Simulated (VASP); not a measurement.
The system is Zn2SnO3.

```
Zn Sn O
1.0
     5.48000    0.00000    0.00000
    -2.74000    4.74582    0.00000
     0.00000    0.00000    6.18000
Zn Sn O
4 2 6
Direct
  0.00000 0.00000 0.50000
  0.66667 0.33333 0.33000
  0.33333 0.66667 0.67000
  0.00000 0.00000 0.00000
  0.33333 0.66667 0.12000
  0.66667 0.33333 0.88000
  0.05000 0.30010 0.27000
  0.69990 0.74990 0.27000
  0.25010 0.95000 0.27000
  0.74990 0.05000 0.73000
  0.95000 0.69990 0.73000
  0.30010 0.25010 0.73000
```

```yaml
Program: VASP 6.6.1
Task: relaxation of cell and atoms
Functional: PBE
Potentials_or_basis: VASP PAW PBE potentials, release 64 (Zn, Sn_d, O)
Cutoff: 600 eV
k_mesh: 3 × 3 × 2
Occupations: gaussian, width 0.15 eV
Spin: no spin polarisation
```

At the start: pressure 1.1 GPa; volume 13.39 Å³/atom.

Problem. Where does the relaxation end?

Solution. Over 20 steps the energy falls by 125.5 meV/atom and the volume is 13.88 Å³/atom (+3.6 %); space group P-3 (No. 147, to 0.1 Å) before and after.

The path:
```csv
step,energy change (eV),largest force (eV/Å),pressure (GPa),volume (Å³)
1,0.0000,1.3706,1.09,160.72
2,-0.5567,1.0184,-1.47,162.84
3,-0.7980,1.6994,-3.54,165.22
4,-1.1233,1.0810,0.26,161.11
5,-1.1568,0.8104,2.23,159.37
6,-1.3056,0.4275,1.20,161.62
7,-1.3798,0.3964,0.18,164.81
8,-1.4148,0.2126,-0.57,165.31
9,-1.4182,0.2698,-0.87,165.52
10,-1.4362,0.2405,0.52,163.76
11,-1.4364,0.2446,0.68,163.55
12,-1.4530,0.2508,0.48,164.26
13,-1.4785,0.2600,-0.04,166.06
14,-1.4578,0.4205,-1.03,169.70
15,-1.4824,0.2588,-0.32,167.09
16,-1.4943,0.1837,-0.38,167.29
17,-1.5021,0.1092,-0.51,167.61
18,-1.5022,0.1287,-0.51,167.63
19,-1.5054,0.0887,0.01,166.93
20,-1.5058,0.0703,0.30,166.56
```

Final structure:
```
CELL_PARAMETERS angstrom
5.53217 0.00000 0.00000
-2.76608 4.79100 0.00000
0.00000 0.00000 6.28437
ATOMIC_POSITIONS crystal
Zn 0.00000 0.00000 0.50000
Zn 0.66667 0.33333 0.27318
Zn 0.33333 0.66667 0.72682
Zn 0.00000 0.00000 0.00000
Sn 0.33333 0.66667 0.15517
Sn 0.66667 0.33333 0.84483
O 0.00363 0.29460 0.27811
O 0.70540 0.70903 0.27811
O 0.29097 0.99637 0.27811
O 0.70903 0.00363 0.72189
O 0.99637 0.70540 0.72189
O 0.29460 0.29097 0.72189
```

Caveat: the k points lie up to 0.50 Å⁻¹ apart in the final cell; the relaxation stopped at a loose force limit of 0.08 eV/Å, so its end isn't a converged minimum.
